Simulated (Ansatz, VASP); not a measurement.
**SiC: VASP beside Ansatz**

```
Si C
1.0
     0.00000    2.17805    2.17805
     2.17805    0.00000    2.17805
     2.17805    2.17805    0.00000
Si C
1 1
Cartesian
  0.0000 0.0000 0.0000
  1.0890 1.0890 1.0890
```

Alike in both runs: task single point; functional HSE06; k mesh 4 × 4 × 4; no spin polarisation.

```csv
,VASP,Ansatz
version,VASP 6.6.1,Ansatz 0.2.0
potentials or method,"VASP PAW PBE potentials, release 64 (Si, C)",plane waves
plane-wave cutoff (eV),520,420
occupations,"gaussian, width 0.01 eV",fixed
valence electrons in the cell,8,8
```

VASP gave:

```
gap on the k mesh at the Fermi level (eV) : 2.24
pressure (GPa)                            : -1.2
```

Problem. What did Ansatz give for the same quantities?

Solution. gap on the k mesh at the Fermi level (eV): 2.23; pressure (GPa): -0.7.

Ansatz's warnings: stress exchange threshold loose, stress scf threshold loose.

The k mesh is coarse, so the values compare programs but aren't converged.
